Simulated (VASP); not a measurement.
Set up this calculation in VASP 6.6.1, as the native input.

| Quantity | Value |
| --- | --- |
| Task | single point |
| Functional | HSE06 |
| Potentials or basis | VASP PAW PBE potentials, release 64 (Cs_sv, Br) |
| Cutoff | 400 eV |
| k mesh | 4 × 4 × 4 |
| Occupations | gaussian, width 0.01 eV |
| Spin | no spin polarisation |
| Dipole correction | no |
| Grid for exact exchange (PRECFOCK) | Normal |
| Further INCAR settings | ALGO = Normal; EDIFF = 1e-06; NBANDS = 15 |
| Screening parameter | 0.2079 1/Å |

CsBr:

```
CELL_PARAMETERS angstrom
4.31938 0.00000 0.00000
0.00000 4.31938 0.00000
0.00000 0.00000 4.31938
ATOMIC_POSITIONS crystal
Cs 0.00000 0.00000 0.00000
Br 0.50000 0.50000 0.50000
```

The input as run:

POSCAR

```
CsBr
1.0
    4.3193780776      0.0000000000      0.0000000000
    0.0000000000      4.3193780776      0.0000000000
    0.0000000000      0.0000000000      4.3193780776
Cs Br
1 1
Direct
    0.0000000000      0.0000000000      0.0000000000
    0.5000000000      0.5000000000      0.5000000000
```

INCAR.step1

```
SYSTEM = CsBr
  ALGO = Normal
  EDIFF = 1E-5
  ENCUT = 400
  GGA = PE
  GGA_COMPAT = .FALSE.
  ISIF = 2
  ISMEAR = 0
  LASPH = .TRUE.
  LREAL = .FALSE.
  LWAVE = .TRUE.
  NBANDS = 15
  NELM = 120
  PREC = Accurate
  SIGMA = 0.01
```

INCAR.step2

```
SYSTEM = CsBr
  ALGO = Normal
  EDIFF = 1E-6
  ENCUT = 400
  GGA = PE
  GGA_COMPAT = .FALSE.
  HFSCREEN = 0.2079
  ISIF = 2
  ISMEAR = 0
  ISTART = 1
  LASPH = .TRUE.
  LCHARG = .TRUE.
  LELF = .TRUE.
  LHFCALC = .TRUE.
  LREAL = .FALSE.
  LVHAR = .TRUE.
  LWAVE = .FALSE.
  NBANDS = 15
  NELM = 120
  PREC = Accurate
  PRECFOCK = Normal
  SIGMA = 0.01
```

KPOINTS

```
k-points
0
G
  4 4 4
  0 0 0
```

Potentials or basis: VASP PAW PBE potentials, release 64 (Cs_sv, Br).

Command:

```console
$ cat potpaw_PBE.64/Cs_sv/POTCAR potpaw_PBE.64/Br/POTCAR > POTCAR
$ cp INCAR.step1 INCAR
$ mpirun -np 1 vasp_std > vasp.out
$ cp INCAR.step2 INCAR
$ mpirun -np 1 vasp_std > vasp.out
```

Results of the run:

```
Pressure               : 0.4 GPa
Band gap on the k mesh : 5.60 eV, indirect (least direct gap 5.60 eV)
```

Caveat: the PAW data sets were made with another functional, which shifts forces and pressure a little; spin-orbit coupling is left out, which moves the levels of the heavy elements.

Wall time 3 min on 1 thread of Intel(R) Xeon(R) 6975P-C (Granite Rapids), with other jobs on the host, peak memory 0.26 GiB.
